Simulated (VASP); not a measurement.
# BeCd2S3 (P4/mmm) in VASP: further runs

BeCd2S3 is run at these levels: PBE; tasks: single point, relaxation of cell and atoms.

Everything below comes from runs of VASP 6.6.1. Logs are shortened: lines on timing, memory, paths and dates and some standing lists are left out, and cuts for length are marked.

## (1) The cell of the first run

It takes space group P4/mmm (No. 123, tetragonal). The conventional cell has a = 3.720 Å, b = 3.720 Å, c = 9.790 Å, α = 90.00°, β = 90.00°, γ = 90.00°. Be (site symmetry 4/mmm) has 12 S at 2.63 to 3.50 Å within 3.5 Å. Cd (site symmetry 4/mmm) has 2 S at 2.59 Å and 4 Cd at 2.63 Å within 3.4 Å. Within 3.5 Å of Cd (site symmetry 4/mmm) lie 4 Cd at 2.63 Å. Within 3.0 Å of S (site symmetry 4mm) lie 1 S at 2.30 Å and 1 Cd at 2.59 Å. S (site symmetry 4/mmm) has 2 S at 2.30 Å and 4 Be at 2.63 Å within 3.0 Å.

The cell was built from a structure type or drawn by symmetry, and may not be a known phase.

## (2) Single point, PBE

INCAR

```
ALGO = Normal
EDIFF = 1E-6
ENCUT = 520
GGA = PE
ISIF = 2
ISMEAR = 0
LASPH = T
LCHARG = T
LELF = T
LREAL = F
LVHAR = T
LWAVE = F
NBANDS = 31
NELM = 80
PREC = Accurate
SIGMA = 0.1
```

KPOINTS

```
k-points
0
Gamma
  10 10 4
```

POSCAR

```
BeCd2S3
1.0
    3.7197882481      0.0000000000      0.0000000000
    0.0000000000      3.7197882481      0.0000000000
    0.0000000000      0.0000000000      9.7903559737
Be Cd S
1 2 3
Direct
    0.5000000000      0.5000000000      0.5000000000
    0.0000000000      0.0000000000      0.0000000000
    0.5000000000      0.5000000000      0.0000000000
    0.0000000000      0.0000000000      0.2646049270
    0.0000000000      0.0000000000      0.7353950730
    0.0000000000      0.0000000000      0.5000000000
```

Potentials or basis: VASP PAW PBE potentials, release 64 (Be, Cd, S).

The run is started by

```
cat potpaw_PBE.64/Be/POTCAR potpaw_PBE.64/Cd/POTCAR potpaw_PBE.64/S/POTCAR > POTCAR
mpirun -np 1 vasp_std > vasp.out
```

OUTCAR:

```text
EDIFF = 1E-6
   ENCUT = 520
   GGA = PE
   ISIF = 2
   ISMEAR = 0
   LASPH = T
   LREAL = F
   NELM = 80
   PREC = Accurate

 ion  position               nearest neighbor table
   1  0.500  0.500  0.500-
   2  0.000  0.000  0.000-   4 2.59   5 2.59   3 2.63   3 2.63   3 2.63   3 2.63
   3  0.500  0.500  0.000-   2 2.63   2 2.63   2 2.63   2 2.63
   4  0.000  0.000  0.265-   6 2.30   2 2.59
   5  0.000  0.000  0.735-   6 2.30   2 2.59
   6  0.000  0.000  0.500-   4 2.30   5 2.30

  LATTYP: Found a simple tetragonal cell.
 ALAT       =     3.7197882481
 C/A-ratio  =     2.6319659402

  Lattice vectors:

 A1 = (   3.7197882481,   0.0000000000,   0.0000000000)
 A2 = (   0.0000000000,   3.7197882481,   0.0000000000)
 A3 = (   0.0000000000,   0.0000000000,   9.7903559737)

Analysis of symmetry for initial positions (statically):
=====================================================================
 Subroutine PRICEL returns:
 Original cell was already a primitive cell.

 Routine SETGRP: Setting up the symmetry group for a
 simple tetragonal supercell.

 Subroutine GETGRP returns: Found 16 space group operations
 (whereof 16 operations were pure point group operations)
 out of a pool of 16 trial point group operations.

The static configuration has the point symmetry D_4h.

Analysis of symmetry for dynamics (positions and initial velocities):
=====================================================================
 Subroutine PRICEL returns:
 Original cell was already a primitive cell.

 Routine SETGRP: Setting up the symmetry group for a
 simple tetragonal supercell.

 Subroutine GETGRP returns: Found 16 space group operations
 (whereof 16 operations were pure point group operations)
 out of a pool of 16 trial point group operations.

The dynamic configuration has the point symmetry D_4h.

 Subroutine INISYM returns: Found 16 space group operations
 (whereof 16 operations are pure point group operations),
 and found     1 'primitive' translations

----------------------------------------------------------------------------------------

                                     Primitive cell

  volume of cell :     135.4674

  direct lattice vectors                    reciprocal lattice vectors
     3.719788248  0.000000000  0.000000000     0.268832507  0.000000000  0.000000000
     0.000000000  3.719788248  0.000000000     0.000000000  0.268832507  0.000000000
     0.000000000  0.000000000  9.790355974     0.000000000  0.000000000  0.102141332

  length of vectors
     3.719788248  3.719788248  9.790355974     0.268832507  0.268832507  0.102141332

  position of ions in fractional coordinates (direct lattice)
     0.500000000  0.500000000  0.500000000
     0.000000000  0.000000000  0.000000000
     0.500000000  0.500000000  0.000000000
     0.000000000  0.000000000  0.264604927
     0.000000000  0.000000000  0.735395073
     0.000000000  0.000000000  0.500000000

  ion indices of the primitive-cell ions
   primitive index   ion index
                 1           1
                 2           2
                 3           3
                 4           4
                 5           5
                 6           6

----------------------------------------------------------------------------------------

 KPOINTS: k-points

Automatic generation of k-mesh.
 Grid dimensions read from file:
 generate k-points for:   10   10    4

 Generating k-lattice:

  Cartesian coordinates                     Fractional coordinates (reciprocal lattice)
     0.026883251  0.000000000  0.000000000     0.100000000  0.000000000  0.000000000
     0.000000000  0.026883251  0.000000000     0.000000000  0.100000000  0.000000000
     0.000000000  0.000000000  0.025535333     0.000000000  0.000000000  0.250000000

  Length of vectors
     0.026883251  0.026883251  0.025535333

  Shift w.r.t. Gamma in fractional coordinates (k-lattice)
     0.000000000  0.000000000  0.000000000

 Subroutine IBZKPT returns following result:
 ===========================================

 Found     63 irreducible k-points:

 Following reciprocal coordinates:
            Coordinates               Weight
  0.000000  0.000000  0.000000      1.000000
  0.100000  0.000000  0.000000      4.000000
  0.200000  0.000000  0.000000      4.000000
  0.300000  0.000000  0.000000      4.000000
  0.400000  0.000000  0.000000      4.000000
  0.500000  0.000000  0.000000      2.000000
[... 16 lines left out ...]
  0.100000  0.000000  0.250000      8.000000
  0.200000  0.000000  0.250000      8.000000
 [... further k-points ...]
   k-points           NKPTS =     63   k-points in BZ     NKDIM =     63   number of bands    NBANDS=     31
   number of dos      NEDOS =    301   number of ions     NIONS =      6
   total plane-waves  NPLWV =  62720
   dimension x,y,z NGX =    28 NGY =   28 NGZ =   80
   dimension x,y,z NGXF=    56 NGYF=   56 NGZF=  160
   ions per type =               1   2   3
   NGX,Y,Z   is equivalent  to a cutoff of  12.51, 12.51, 13.58 a.u.
   NGXF,Y,Z  is equivalent  to a cutoff of  25.03, 25.03, 27.17 a.u.
 SYSTEM =  unknown system
   PREC   = accura    normal or accurate (medium, high low for compatibility)
   ISTART =      0    job   : 0-new  1-cont  2-samecut
   ICHARG =      2    charge: 1-file 2-atom 10-const
   ISPIN  =      1    spin polarized calculation?
   LNONCOLLINEAR =      F non collinear calculations
   LSORBIT =      F    spin-orbit coupling
   LASPH  =      T    aspherical Exc in radial PAW
   ENCUT  =  520.0 eV  38.22 Ry    6.18 a.u.   6.92  6.92 18.20*2*pi/ulx,y,z
   NELM   =     80;   NELMIN=  2; NELMDL= -5     # of ELM steps
   EDIFF  = 0.1E-05   stopping-criterion for ELM
   LREAL  =      F    real-space projection
   EDIFFG = 0.1E-04   stopping-criterion for IOM
   NSW    =      0    number of steps for IOM
   IBRION =     -1    ionic relax: 0-MD 1-quasi-New 2-CG
   NFREE  =      0    steps in history (QN), initial steepest desc. (CG)
   ISIF   =      2    stress and relaxation
   ISYM   =      2    0-nonsym 1-usesym 2-fastsym
   POTIM  = 0.5000    time-step for ionic-motion
   TEBEG  =    0.0;   TEEND  =   0.0 temperature during run
   PSTRESS=    0.0 pullay stress
   NELECT =      44.0000    total number of electrons
   NUPDOWN=      -1.0000    fix difference up-down
   EMIN   =  10.00;   EMAX   =-10.00  energy-range for DOS
   EFERMI =   0.00;   METHOD = LEGACY
   ISMEAR =     0;   SIGMA  =   0.10  broadening in eV -4-tet -1-fermi 0-gaus
   EFERMI_NEDOS =   21; number of points for ismear=-14 and -15
   IALGO  =     38    algorithm
   IMIX   =      4    mixing-type and parameters
     AMIX     =   0.40;   BMIX     =  1.00
     AMIX_MAG =   1.60;   BMIX_MAG =  1.00
  volume/ion in A,a.u.               =      22.58       152.36
  Fermi-wavevector in a.u.,A,eV,Ry     =   1.125332  2.126570 17.230045  1.266373
  Thomas-Fermi vector in A             =   2.262009
   LORBIT       =      0    0 simple, 1 ext, 2 COOP (PROOUT), +10 PAW based schemes
   GGA     = PE    functional components
   LHFCALC =     F    Hartree Fock is set to
   AEXX    =    0.0000 exact exchange contribution
   IVDW    =     0    specifies the selected vdW correction
   LEPSILON=     F    determine dielectric tensor
   LRPA    =     F    only Hartree local field effects (RPA)
 non-spin polarized calculation
 Gauss-broadening in eV      SIGMA  =   0.10
  energy-cutoff  :      520.00
  volume of cell :      135.47
 maximum number of plane-waves:      3672
 NGX is ok and might be reduce to    28
   NGX = 13   NGY = 13   NGZ = 37

 number of electron      44.0000006 magnetization

 Free energy of the ion-electron system (eV)
  ---------------------------------------------------
  ext. energy  EPLUGINS =         0.00000000
  ---------------------------------------------------
  free energy    TOTEN  =       -13.71209617 eV

  energy without entropy =      -13.69063520  energy(sigma->0) =      -13.70136568

 E-fermi :   2.4864     XC(G=0):  -9.2835

 val. band max:        2.4793097138   @ k =   0.0000   0.0000   0.0000
 cond. band min:       2.4865146956   @ k =   0.2000   0.0000   0.0000
 fundamental gap:      0.0072049818
 Fermi energy:         2.4863946947

 k-point     1 :       0.0000    0.0000    0.0000
  band No.  band energies     occupation
      1     -12.3063      2.00000
      2      -9.8658      2.00000
      3      -8.7487      2.00000
      4      -8.1712      2.00000
      5      -7.8460      2.00000
      6      -7.5691      2.00000
[... 23 lines left out ...]
     30       8.5461      0.00000
     31       8.9841      0.00000

 k-point     2 :       0.1000    0.0000    0.0000
  band No.  band energies     occupation
      1     -12.2761      2.00000
      2      -9.8401      2.00000
      3      -8.7224      2.00000
      4      -8.1108      2.00000
      5      -7.7845      2.00000
      6      -7.4947      2.00000
[... 23 lines left out ...]
     30       8.4206      0.00000
     31       8.8957      0.00000

 k-point     3 :       0.2000    0.0000    0.0000
  band No.  band energies     occupation
      1     -12.1948      2.00000
      2      -9.7713      2.00000
      3      -8.6524      2.00000
      4      -7.9318      2.00000
      5      -7.6068      2.00000
      6      -7.2870      2.00000
[... 23 lines left out ...]
     30       7.5382      0.00000
     31       9.2944      0.00000

 k-point     4 :       0.3000    0.0000    0.0000
  band No.  band energies     occupation
      1     -12.0892      2.00000
      2      -9.6828      2.00000
      3      -8.5637      2.00000
      4      -7.6400      2.00000
      5      -7.3338      2.00000
      6      -6.9944      2.00000
[... 635 lines left out ...]
     30       8.8948      0.00000
     31       8.9836      0.00000

 k-point    23 :       0.1000    0.0000    0.2500
  band No.  band energies     occupation
      1     -12.2702      2.00000
      2      -9.9352      2.00000
      3      -8.5364      2.00000
      4      -8.1108      2.00000
      5      -7.7845      2.00000
      6      -7.5064      2.00000
[... 23 lines left out ...]
     30       8.4194      0.00000
     31       8.9738      0.00000

 k-point    24 :       0.2000    0.0000    0.2500
  band No.  band energies     occupation
      1     -12.1890      2.00000
      2      -9.8646      2.00000
      3      -8.4687      2.00000
      4      -7.9318      2.00000
      5      -7.6068      2.00000
      6      -7.3060      2.00000
[... 23 lines left out ...]
     30       7.5426      0.00000
     31       9.3876      0.00000

 [... further k-points ...]

------------------------ aborting loop because EDIFF is reached ----------------------------------------

  FORCE on cell =-STRESS in cart. coord.  units (eV):
  Direction    XX          YY          ZZ          XY          YZ          ZX
  --------------------------------------------------------------------------------------
  -------------------------------------------------------------------------------------
  Total        0.2728588      0.2728588      0.0576676      0.0000000      0.0000000      0.0000000
  in kB        3.2271093      3.2271093      0.6820365      0.0000000      0.0000000      0.0000000
  external PRESSURE =       2.3787517 kB  Pullay stress =       0.0000000 kB

 VOLUME and BASIS-vectors are now :
 -----------------------------------------------------------------------------
  energy-cutoff  :      520.00
  volume of cell :      135.47
      direct lattice vectors                 reciprocal lattice vectors
     3.719788248  0.000000000  0.000000000     0.268832507  0.000000000  0.000000000
     0.000000000  3.719788248  0.000000000     0.000000000  0.268832507  0.000000000
     0.000000000  0.000000000  9.790355974     0.000000000  0.000000000  0.102141332

 POSITION                                       TOTAL-FORCE (eV/Angst)
 -----------------------------------------------------------------------------------
      1.85989      1.85989      4.89518        -0.000000      0.000000      0.000000
      0.00000      0.00000      0.00000        -0.000000      0.000000      0.000000
      1.85989      1.85989      0.00000        -0.000000      0.000000      0.000000
      0.00000      0.00000      2.59058         0.000000     -0.000000      0.042885
      0.00000      0.00000      7.19978         0.000000      0.000000     -0.042885
      0.00000      0.00000      4.89518        -0.000000      0.000000      0.000000
 -----------------------------------------------------------------------------------
    total drift:                                0.000000      0.000000     -0.000000

  FREE ENERGIE OF THE ION-ELECTRON SYSTEM (eV)
  ---------------------------------------------------
  free  energy   TOTEN  =       -13.7120961729 eV

  energy  without entropy=      -13.6906351971  energy(sigma->0) =      -13.70136568
```

Run time: 2.8 min. Hardware: 1 thread of Intel Xeon Platinum 8488C (Sapphire Rapids), shared host; peak memory 0.37 GiB.

What came out:

```yaml
Free_energy: -13.7121 eV
Pressure: 0.2 GPa
Largest_force: 0.043 eV/Å
Band_gap_on_the_k_mesh: zero (bands 22 and 23 overlap by 1.27 eV)
```

Forces on the atoms (eV/Å):
```
Be   0.000  0.000  0.000
Cd   0.000  0.000  0.000
Cd   0.000  0.000  0.000
S    0.000  0.000  0.043
S    0.000  0.000 -0.043
S    0.000  0.000  0.000
```

## (3) Relaxation of cell and atoms, PBE

INCAR

```
PREC = Accurate
ENCUT = 600
EDIFF = 1E-7
ISMEAR = 0
SIGMA = 0.1
LREAL = F
LASPH = T
NELM = 80
ALGO = Normal
ISIF = 3
LWAVE = F
LCHARG = F
GGA = PE
IBRION = 2
NSW = 100
EDIFFG = -0.01
```

KPOINTS

```
regular mesh
0
Gamma
  10 10 4
```

POSCAR

```
BeCd2S3
1.0
    3.7519715797      0.0000000000      0.0000000000
    0.0000000000      3.7519715797      0.0000000000
    0.0000000000      0.0000000000      9.6287766536
Be Cd S
1 2 3
Direct
    0.5000000000      0.5000000000      0.5000000000
    0.0000000000      0.0000000000      0.0000000000
    0.5000000000      0.5000000000      0.0000000000
    0.0000000000      0.0000000000      0.2605806348
    0.0000000000      0.0000000000      0.7394193652
    0.0000000000      0.0000000000      0.5000000000
```

Potentials or basis: VASP PAW PBE potentials, release 64 (Be, Cd, S).

The run is started by

```
cat potpaw_PBE.64/Be/POTCAR potpaw_PBE.64/Cd/POTCAR potpaw_PBE.64/S/POTCAR > POTCAR
mpirun -np 1 vasp_std > vasp.out
```

It took 16 min on 1 thread of Intel Xeon Platinum 8488C (Sapphire Rapids), shared host; peak memory 0.45 GiB.

The run converged. Its results:

```
Free energy                           : -13.7129 eV
Relaxed volume                        : 22.69 Å³/atom
Relaxed cell                          : a = 3.728 Å, b = 3.728 Å, c = 9.794 Å, α = 90.00°, β = 90.00°, γ = 90.00°
Space group after relaxing (to 0.1 Å) : P4/mmm (No. 123)
Energy gained by relaxing             : 3.0 meV/atom
Ionic steps                           : 7
Pressure after relaxing               : 0.0 GPa
Largest force after relaxing          : 0.006 eV/Å
Band gap on the k mesh                : zero (bands 22 and 23 overlap by 1.27 eV)
```

Forces on the atoms (eV/Å):
```
Be   0.000  0.000  0.000
Cd   0.000  0.000  0.000
Cd   0.000  0.000  0.000
S    0.000  0.000  0.006
S    0.000  0.000 -0.006
S    0.000  0.000  0.000
```

The path:
| step | energy change (eV) | largest force (eV/Å) | pressure (GPa) | volume (Å³) |
| --- | --- | --- | --- | --- |
| 1 | 0.0000 | 0.1615 | 0.56 | 135.55 |
| 2 | -0.0106 | 0.1568 | -0.19 | 137.08 |
| 3 | -0.0109 | 0.1575 | -0.32 | 137.36 |
| 4 | -0.0145 | 0.1195 | -0.17 | 136.78 |
| 5 | -0.0174 | 0.0376 | 0.18 | 135.59 |
| 6 | -0.0175 | 0.0424 | 0.16 | 135.66 |
| 7 | -0.0180 | 0.0057 | 0.00 | 136.13 |

Final structure:
```
CELL_PARAMETERS angstrom
3.72816 0.00000 0.00000
0.00000 3.72816 0.00000
0.00000 0.00000 9.79391
ATOMIC_POSITIONS crystal
Be 0.50000 0.50000 0.50000
Cd 0.00000 0.00000 0.00000
Cd 0.50000 0.50000 0.00000
S 0.00000 0.00000 0.26510
S 0.00000 0.00000 0.73490
S 0.00000 0.00000 0.50000
```

Levels at points of the mesh, in eV from the Fermi level:
| k point | band 18 | band 19 | band 20 | band 21 | band 22 | band 23 | band 24 | band 25 | band 26 |
| --- | --- | --- | --- | --- | --- | --- | --- | --- | --- |
| (0.00, 0.00, 0.00) | -0.84 | -0.49 | -0.49 | 0.00 | 0.00 | 0.18 | 0.89 | 2.65 | 4.04 |
| (0.50, 0.00, 0.00) | -2.82 | -2.69 | -0.87 | -0.25 | 0.40 | 0.86 | 2.31 | 2.32 | 2.61 |
| (0.50, 0.50, 0.00) | -2.19 | -2.06 | -2.06 | -1.85 | -1.14 | 0.15 | 0.15 | 0.35 | 2.44 |
| (0.00, 0.00, 0.50) | -2.43 | -0.67 | -0.67 | -0.67 | 0.24 | 0.24 | 2.58 | 3.11 | 3.62 |
| (0.50, 0.00, 0.50) | -2.22 | -1.95 | -1.77 | -1.72 | -0.34 | 0.51 | 2.20 | 2.92 | 3.20 |
| (0.50, 0.50, 0.50) | -2.68 | -1.44 | -1.20 | -1.20 | -1.13 | -0.34 | -0.34 | 0.28 | 0.62 |
